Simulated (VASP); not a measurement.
Set up this calculation in VASP 6.6.1, as the native input.

```
Task                   : single point
Functional             : PBEsol
Potentials or basis    : VASP PAW PBE potentials, release 64 (Cs_sv, Pb_d, Br)
Cutoff                 : 520 eV
k mesh                 : 6 × 6 × 6
Occupations            : gaussian, width 0.02 eV
Spin                   : no spin polarisation
Dipole correction      : no
Further INCAR settings : ALGO = Normal; EDIFF = 1e-06; NBANDS = 30
```

The structure of CsPbBr3 lies in POSCAR:

```
CsPbBr3
1.0
    5.9851272676      0.0000000000      0.0000000000
    0.0000000000      5.9851272676      0.0000000000
    0.0000000000      0.0000000000      5.9851272676
Cs Pb Br
1 1 3
Direct
    0.0000000000      0.0000000000      0.0000000000
    0.5000000000      0.5000000000      0.5000000000
    0.0000000000      0.5000000000      0.5000000000
    0.5000000000      0.0000000000      0.5000000000
    0.5000000000      0.5000000000      0.0000000000
```

This cell differs from its parent crystal: volume scaled by 1.06.

These files were run (other wordings do the same):

INCAR

```
PREC     = Accurate       # precision mode
ENCUT    = 520            # plane-wave cutoff, eV
EDIFF    = 1E-6           # SCF threshold, eV
ISMEAR   = 0              # smearing method
SIGMA    = 0.02           # smearing width, eV
LREAL    = False          # projectors in reciprocal space
LASPH    = True           # aspherical terms in the spheres
NELM     = 100            # most SCF steps
ALGO     = Normal         # electronic algorithm
ISIF     = 2              # what is computed and relaxed
LWAVE    = False          # write WAVECAR
LCHARG   = True           # write CHGCAR
GGA      = PS             # functional
LELF     = True           # ELF
LVHAR    = True         
NBANDS   = 30             # bands
```

KPOINTS

```
Automatic mesh
0
Gamma
  6 6 6
```

Potentials or basis: VASP PAW PBE potentials, release 64 (Cs_sv, Pb_d, Br).

Launch:

```bash
$ cat potpaw_PBE.64/Cs_sv/POTCAR potpaw_PBE.64/Pb_d/POTCAR potpaw_PBE.64/Br/POTCAR > POTCAR
$ mpirun -np 1 vasp_std > vasp.out
```

It gave:

The pressure is -1.1 GPa. The band gap on the k mesh is 1.65 eV, direct.

Caveat: the PAW data sets were made with another functional, which shifts forces and pressure a little; spin-orbit coupling is left out, which moves the levels of the heavy elements.

Wall time 100 s on 1 thread of AMD EPYC 7R13 Processor (Zen 3), with other jobs on the host, peak memory 0.36 GiB.
